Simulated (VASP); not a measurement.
# Be3Te4 (I-42m) in VASP: a series of runs

The runs below take Be3Te4 through single point, with PBE.

Everything below comes from runs of VASP 6.6.1. Logs are shortened: lines on timing, memory, paths and dates and some standing lists are left out, and cuts for length are marked.

## (1) The cell of the first run

The structure is tetragonal, space group I-42m (No. 121). The conventional cell has a = 5.515 Å, b = 5.515 Å, c = 11.415 Å, α = 90.00°, β = 90.00°, γ = 90.00°. Be (site symmetry -4) has 4 Te at 2.42 Å within 3.2 Å. Within 3.2 Å of Be (site symmetry -42m) lie 4 Te at 2.44 Å. Te (site symmetry m) has 3 Be at 2.42 to 2.44 Å within 3.2 Å.

## (2) Single point, PBE (atoms taken out)

INCAR reads:

```
SYSTEM = Be3Te4
PREC = Accurate
ENCUT = 520
EDIFF = 1E-7
ISMEAR = 0
SIGMA = 0.2
LREAL = .False.
LASPH = .True.
NELM = 100
ALGO = Normal
ISIF = 2
LWAVE = .False.
LCHARG = .True.
GGA = PE
LELF = .True.
LVHAR = .True.
NBANDS = 24
```

KPOINTS reads:

```
Automatic mesh
0
Gamma
  4 4 4
  0 0 0
```

POSCAR reads:

```
Be3Te4
1.0
   -2.7574434513      2.7574434513      5.7073314446
    2.7574434513     -2.7574434513      5.7073314446
    2.7574434513      2.7574434513     -5.7073314446
Be Te
3 4
Direct
    0.2500000000      0.7500000000      0.5000000000
    0.7500000000      0.2500000000      0.5000000000
    0.5000000000      0.5000000000      0.0000000000
    0.3700882275      0.8780994088      0.0000000000
    0.8780994088      0.3700882275      0.0000000000
    0.1219005912      0.1219005912      0.4919888187
    0.6299117725      0.6299117725      0.5080111813
```

Potentials or basis: VASP PAW PBE potentials, release 64 (Be, Te).

Started as:

```bash
$ cat potpaw_PBE.64/Be/POTCAR potpaw_PBE.64/Te/POTCAR > POTCAR
$ mpirun -np 1 vasp_std > vasp.out
```

OUTCAR:

```text
SYSTEM = Be3Te4
   PREC = Accurate
   ENCUT = 520
   EDIFF = 1E-7
   ISMEAR = 0
   LREAL = .False.
   LASPH = .True.
   NELM = 100
   ISIF = 2
   GGA = PE

 ion  position               nearest neighbor table
   1  0.250  0.750  0.500-   4 2.42   6 2.42   5 2.42   7 2.42
   2  0.750  0.250  0.500-   5 2.42   6 2.42   4 2.42   7 2.42
   3  0.500  0.500  0.000-   7 2.44   4 2.44   5 2.44   6 2.44
   4  0.370  0.878  0.000-   2 2.42   1 2.42   3 2.44
   5  0.878  0.370  0.000-   1 2.42   2 2.42   3 2.44
   6  0.122  0.122  0.492-   1 2.42   2 2.42   3 2.44
   7  0.630  0.630  0.508-   1 2.42   2 2.42   3 2.44

  LATTYP: Found a body centered tetragonal cell.
 ALAT       =     5.5148869026
 C/A-ratio  =     2.0697909297

  Lattice vectors:

 A1 = (  -2.7574434513,   2.7574434513,   5.7073314446)
 A2 = (   2.7574434513,  -2.7574434513,   5.7073314446)
 A3 = (   2.7574434513,   2.7574434513,  -5.7073314446)

Analysis of symmetry for initial positions (statically):
=====================================================================
 Subroutine PRICEL returns:
 Original cell was already a primitive cell.

 Routine SETGRP: Setting up the symmetry group for a
 body centered tetragonal supercell.

 Subroutine GETGRP returns: Found  8 space group operations
 (whereof  8 operations were pure point group operations)
 out of a pool of 16 trial point group operations.

The static configuration has the point symmetry D_2d.

Analysis of symmetry for dynamics (positions and initial velocities):
=====================================================================
 Subroutine PRICEL returns:
 Original cell was already a primitive cell.

 Routine SETGRP: Setting up the symmetry group for a
 body centered tetragonal supercell.

 Subroutine GETGRP returns: Found  8 space group operations
 (whereof  8 operations were pure point group operations)
 out of a pool of 16 trial point group operations.

The dynamic configuration has the point symmetry D_2d.

 Subroutine INISYM returns: Found  8 space group operations
 (whereof  8 operations are pure point group operations),
 and found     1 'primitive' translations

----------------------------------------------------------------------------------------

                                     Primitive cell

  volume of cell :     173.5827

  direct lattice vectors                    reciprocal lattice vectors
    -2.757443451  2.757443451  5.707331445     0.000000000  0.181327381  0.087606617
     2.757443451 -2.757443451  5.707331445     0.181327381  0.000000000  0.087606617
     2.757443451  2.757443451 -5.707331445     0.181327381  0.181327381  0.000000000

  length of vectors
     6.912352783  6.912352783  6.912352783     0.201381574  0.201381574  0.256435642

  position of ions in fractional coordinates (direct lattice)
     0.250000000  0.750000000  0.500000000
     0.750000000  0.250000000  0.500000000
     0.500000000  0.500000000  0.000000000
     0.370088227  0.878099409  0.000000000
     0.878099409  0.370088227  0.000000000
     0.121900591  0.121900591  0.491988819
     0.629911773  0.629911773  0.508011181

  ion indices of the primitive-cell ions
   primitive index   ion index
                 1           1
                 2           2
                 3           3
                 4           4
                 5           5
                 6           6
                 7           7

----------------------------------------------------------------------------------------

 KPOINTS: Automatic mesh

Automatic generation of k-mesh.
 Grid dimensions read from file:
 generate k-points for:    4    4    4

 Generating k-lattice:

  Cartesian coordinates                     Fractional coordinates (reciprocal lattice)
     0.000000000  0.045331845  0.021901654     0.250000000 -0.000000000  0.000000000
     0.045331845  0.000000000  0.021901654    -0.000000000  0.250000000  0.000000000
     0.045331845  0.045331845  0.000000000     0.000000000  0.000000000  0.250000000

  Length of vectors
     0.050345394  0.050345394  0.064108910

  Shift w.r.t. Gamma in fractional coordinates (k-lattice)
     0.000000000  0.000000000  0.000000000

 Subroutine IBZKPT returns following result:
 ===========================================

 Found     13 irreducible k-points:

 Following reciprocal coordinates:
            Coordinates               Weight
  0.000000  0.000000  0.000000      1.000000
  0.250000 -0.000000  0.000000      8.000000
  0.500000 -0.000000  0.000000      4.000000
  0.250000  0.250000  0.000000      8.000000
  0.500000  0.250000  0.000000     16.000000
 -0.250000  0.250000  0.000000      4.000000
  0.500000  0.500000  0.000000      2.000000
  0.250000  0.250000  0.250000      2.000000
 -0.250000  0.250000  0.250000      4.000000
  0.500000  0.500000  0.250000      4.000000
 -0.250000  0.500000  0.250000      8.000000
 -0.250000 -0.250000  0.250000      2.000000
  0.500000  0.500000  0.500000      1.000000
   k-points           NKPTS =     13   k-points in BZ     NKDIM =     13   number of bands    NBANDS=     24
   number of dos      NEDOS =    301   number of ions     NIONS =      7
   total plane-waves  NPLWV = 157464
   dimension x,y,z NGX =    54 NGY =   54 NGZ =   54
   dimension x,y,z NGXF=   108 NGYF=  108 NGZF=  108
   ions per type =               3   4
   NGX,Y,Z   is equivalent  to a cutoff of  12.99, 12.99, 12.99 a.u.
   NGXF,Y,Z  is equivalent  to a cutoff of  25.97, 25.97, 25.97 a.u.
 SYSTEM =  Be3Te4
   PREC   = accura    normal or accurate (medium, high low for compatibility)
   ISTART =      0    job   : 0-new  1-cont  2-samecut
   ICHARG =      2    charge: 1-file 2-atom 10-const
   ISPIN  =      1    spin polarized calculation?
   LNONCOLLINEAR =      F non collinear calculations
   LSORBIT =      F    spin-orbit coupling
   LASPH  =      T    aspherical Exc in radial PAW
   ENCUT  =  520.0 eV  38.22 Ry    6.18 a.u.  12.85 12.85 12.85*2*pi/ulx,y,z
   NELM   =    100;   NELMIN=  2; NELMDL= -5     # of ELM steps
   EDIFF  = 0.1E-06   stopping-criterion for ELM
   LREAL  =      F    real-space projection
   EDIFFG = 0.1E-05   stopping-criterion for IOM
   NSW    =      0    number of steps for IOM
   IBRION =     -1    ionic relax: 0-MD 1-quasi-New 2-CG
   NFREE  =      0    steps in history (QN), initial steepest desc. (CG)
   ISIF   =      2    stress and relaxation
   ISYM   =      2    0-nonsym 1-usesym 2-fastsym
   POTIM  = 0.5000    time-step for ionic-motion
   TEBEG  =    0.0;   TEEND  =   0.0 temperature during run
   PSTRESS=    0.0 pullay stress
   NELECT =      30.0000    total number of electrons
   NUPDOWN=      -1.0000    fix difference up-down
   EMIN   =  10.00;   EMAX   =-10.00  energy-range for DOS
   EFERMI =   0.00;   METHOD = LEGACY
   ISMEAR =     0;   SIGMA  =   0.20  broadening in eV -4-tet -1-fermi 0-gaus
   EFERMI_NEDOS =   21; number of points for ismear=-14 and -15
   IALGO  =     38    algorithm
   IMIX   =      4    mixing-type and parameters
     AMIX     =   0.40;   BMIX     =  1.00
     AMIX_MAG =   1.60;   BMIX_MAG =  1.00
  volume/ion in A,a.u.               =      24.80       167.34
  Fermi-wavevector in a.u.,A,eV,Ry     =   0.911898  1.723238 11.314044  0.831559
  Thomas-Fermi vector in A             =   2.036231
   LORBIT       =      0    0 simple, 1 ext, 2 COOP (PROOUT), +10 PAW based schemes
   GGA     = PE    functional components
   LHFCALC =     F    Hartree Fock is set to
   AEXX    =    0.0000 exact exchange contribution
   IVDW    =     0    specifies the selected vdW correction
   LEPSILON=     F    determine dielectric tensor
   LRPA    =     F    only Hartree local field effects (RPA)
 non-spin polarized calculation
 Gauss-broadening in eV      SIGMA  =   0.20
  energy-cutoff  :      520.00
  volume of cell :      173.58
 maximum number of plane-waves:      4709
 NGX is ok and might be reduce to    54
   NGX = 25   NGY = 25   NGZ = 25

 number of electron      30.0000001 magnetization

 Free energy of the ion-electron system (eV)
  ---------------------------------------------------
  ext. energy  EPLUGINS =         0.00000000
  ---------------------------------------------------
  free energy    TOTEN  =       -24.87725156 eV

  energy without entropy =      -24.80032078  energy(sigma->0) =      -24.83878617

 E-fermi :   4.5001     XC(G=0):  -8.9627

 val. band max:        4.4878613980   @ k =   0.5000   0.5000   0.2500
 cond. band min:       4.5095236774   @ k =   0.5000   0.2500   0.0000
 fundamental gap:      0.0216622793
 Fermi energy:         4.5001427533

 k-point     1 :       0.0000    0.0000    0.0000
  band No.  band energies     occupation
      1      -7.4279      2.00000
      2      -5.6588      2.00000
      3      -5.4881      2.00000
      4      -5.4881      2.00000
      5      -0.3137      2.00000
      6       0.1737      2.00000
[... 16 lines left out ...]
     23      10.1195      0.00000
     24      10.1195      0.00000

 k-point     2 :       0.2500   -0.0000    0.0000
  band No.  band energies     occupation
      1      -7.1777      2.00000
      2      -5.7737      2.00000
      3      -5.7026      2.00000
      4      -5.6106      2.00000
      5      -0.0321      2.00000
      6       0.2599      2.00000
[... 16 lines left out ...]
     23       9.8038      0.00000
     24      10.4351      0.00000

 k-point     3 :       0.5000   -0.0000    0.0000
  band No.  band energies     occupation
      1      -6.5671      2.00000
      2      -6.4541      2.00000
      3      -5.7417      2.00000
      4      -5.7135      2.00000
      5       0.1508      2.00000
      6       0.8408      2.00000
[... 16 lines left out ...]
     23      10.5046      0.00000
     24      10.5776      0.00000
[... 217 lines left out ...]
 k-point    12 :      -0.2500   -0.2500    0.2500
  band No.  band energies     occupation
      1      -7.2392      2.00000
      2      -6.0194      2.00000
      3      -5.5014      2.00000
      4      -5.5014      2.00000
      5      -0.1321      2.00000
      6       0.1565      2.00000
[... 16 lines left out ...]
     23       9.7261      0.00000
     24      10.2591      0.00000

 k-point    13 :       0.5000    0.5000    0.5000
  band No.  band energies     occupation
      1      -6.7915      2.00000
      2      -6.6194      2.00000
      3      -5.5146      2.00000
      4      -5.5146      2.00000
      5      -0.3182      2.00000
      6       0.3787      2.00000
[... 16 lines left out ...]
     23       9.6550      0.00000
     24      10.2515      0.00000

------------------------ aborting loop because EDIFF is reached ----------------------------------------

  FORCE on cell =-STRESS in cart. coord.  units (eV):
  Direction    XX          YY          ZZ          XY          YZ          ZX
  --------------------------------------------------------------------------------------
  -------------------------------------------------------------------------------------
  Total       -0.0766405     -0.0766405      0.3243807      0.0000000      0.0000000      0.0000000
  in kB       -0.7073962     -0.7073962      2.9940511      0.0000000      0.0000000      0.0000000
  external PRESSURE =       0.5264196 kB  Pullay stress =       0.0000000 kB

 VOLUME and BASIS-vectors are now :
 -----------------------------------------------------------------------------
  energy-cutoff  :      520.00
  volume of cell :      173.58
      direct lattice vectors                 reciprocal lattice vectors
    -2.757443451  2.757443451  5.707331445     0.000000000  0.181327381  0.087606617
     2.757443451 -2.757443451  5.707331445     0.181327381  0.000000000  0.087606617
     2.757443451  2.757443451 -5.707331445     0.181327381  0.181327381  0.000000000

 POSITION                                       TOTAL-FORCE (eV/Angst)
 -----------------------------------------------------------------------------------
      2.75744      0.00000      2.85367         0.000000     -0.000000     -0.000000
      0.00000      2.75744      2.85367         0.000000     -0.000000     -0.000000
      0.00000      0.00000      5.70733         0.000000     -0.000000     -0.000000
      1.40081     -1.40081      7.12382         0.023491     -0.023491     -0.000013
     -1.40081      1.40081      7.12382        -0.023491      0.023491     -0.000013
      1.35663      1.35663     -1.41649        -0.023491     -0.023491      0.000013
      1.40081      1.40081      4.29084         0.023491      0.023491      0.000013
 -----------------------------------------------------------------------------------
    total drift:                                0.000002      0.000002      0.000002

  FREE ENERGIE OF THE ION-ELECTRON SYSTEM (eV)
  ---------------------------------------------------
  free  energy   TOTEN  =       -24.8772515573 eV

  energy  without entropy=      -24.8003207760  energy(sigma->0) =      -24.83878617
```

It took 4 min on 1 thread of Intel Xeon 8259CL, shared host; peak memory 0.4 GiB.

What came out:

* Free energy: -24.8773 eV
* Pressure: 0.1 GPa
* Largest force: 0.033 eV/Å
* Band gap on the k mesh: zero (bands 15 and 16 overlap by 1.07 eV)

Forces on the atoms (eV/Å):
```
Be   0.000  0.000  0.000
Be   0.000  0.000  0.000
Be   0.000  0.000  0.000
Te   0.023 -0.023  0.000
Te  -0.023  0.023  0.000
Te  -0.023 -0.023  0.000
Te   0.023  0.023  0.000
```

Caveat: the cell differs from its parent crystal (atoms taken out); spin-orbit coupling is left out, which moves the levels of the heavy elements.

## (3) Single point, PBE

This run uses another cell than the first one, of 24.71 Å³/atom.

INCAR reads:

```
SYSTEM = Be3Te4
ALGO = Normal ; EDIFF = 1E-7
ENCUT = 520 ; GGA = PE
ISIF = 2 ; ISMEAR = 0
LASPH = .True. ; LCHARG = .True.
LELF = .True. ; LREAL = .False.
LVHAR = .True. ; LWAVE = .False.
NBANDS = 24 ; NELM = 100
PREC = Accurate ; SIGMA = 0.2
```

KPOINTS reads:

```
k-points
0
Gamma
  4 4 4
  0 0 0
```

POSCAR reads:

```
Be3Te4
1.0
    5.4021075412      0.0000000000      0.0000000000
    0.0000000000      5.4021075412      0.0000000000
   -2.7010537706     -2.7010537706      5.9271995321
Be Te
3 4
Direct
    0.7500000000      0.2500000000      0.5000000000
    0.2500000000      0.7500000000      0.5000000000
    0.5000000000      0.5000000000      0.0000000000
    0.8814200847      0.3703997662      0.2518198509
    0.3703997662      0.8814200847      0.2518198509
    0.1185799153      0.1185799153      0.7481801491
    0.6296002338      0.6296002338      0.7481801491
```

Potentials or basis: VASP PAW PBE potentials, release 64 (Be, Te).

Started as:

```bash
$ cat potpaw_PBE.64/Be/POTCAR potpaw_PBE.64/Te/POTCAR > POTCAR
$ mpirun -np 1 vasp_std > vasp.out
```

Wall time 2.2 min (1 thread of Intel Xeon 8259CL, shared host); peak memory 0.29 GiB.

Results (log left out):

- Free energy: -24.8720 eV
- Pressure: 0.2 GPa
- Largest force: 0.027 eV/Å
- Band gap on the k mesh: zero (bands 15 and 16 overlap by 1.28 eV)

Forces in eV/Å, atoms in the order of the input:
```
Be   0.000  0.000  0.000
Be   0.000  0.000  0.000
Be   0.000  0.000  0.000
Te  -0.010  0.010 -0.023
Te   0.010 -0.010 -0.023
Te   0.010  0.010  0.023
Te  -0.010 -0.010  0.023
```

Stress tensor (GPa, compression positive):
```
 0.40  0.00  0.00
 0.00  0.40  0.00
 0.00  0.00 -0.21
```

Levels at points of the mesh, in eV from the Fermi level:
```tsv
k point	band 13	band 14	band 15	band 16	band 17	band 18
(0.00, 0.00, 0.00)	-1.44	0.44	0.90	0.90	3.03	3.78
(0.50, 0.00, 0.00)	-1.66	-0.95	-0.56	-0.31	3.85	4.41
(0.50, 0.50, 0.00)	-0.45	-0.40	0.53	0.55	3.55	3.78
(0.00, 0.00, 0.50)	-1.04	-1.04	-0.06	-0.06	2.60	2.60
```

Caveat: spin-orbit coupling is left out, which moves the levels of the heavy elements.
